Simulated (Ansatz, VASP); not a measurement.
**GaH2 in VASP and in Ansatz**

```
CELL_PARAMETERS angstrom
-1.69765 1.69765 2.40687
1.69765 -1.69765 2.40687
1.69765 1.69765 -2.40687
ATOMIC_POSITIONS crystal
Ga 0.00000 0.00000 0.00000
H 0.25000 0.75000 0.50000
H 0.75000 0.25000 0.50000
```

Alike in both runs: functional PBE; k mesh 10 × 10 × 10; occupations gaussian, width 0.1 eV; no spin polarisation.

Ansatz relaxed the structure, and its values are those at the end. VASP's run is a single point on that final structure, the one shown.

|  | VASP | Ansatz |
| --- | --- | --- |
| version | VASP 6.6.1 | Ansatz 0.2.0 |
| potentials or method | VASP PAW PBE potentials, release 64 (Ga_d, H), cutoff 520 eV | scalar-relativistic, plane waves, PAW |
| valence electrons in the cell | 15 | 15 |

```csv
,VASP,Ansatz,Ansatz less VASP
gap on the k mesh at the Fermi level (eV),none,none,-
pressure (GPa),0.0,0.0,+0.03
```

A gap of «none» marks a metal or a gap that the smearing closes.
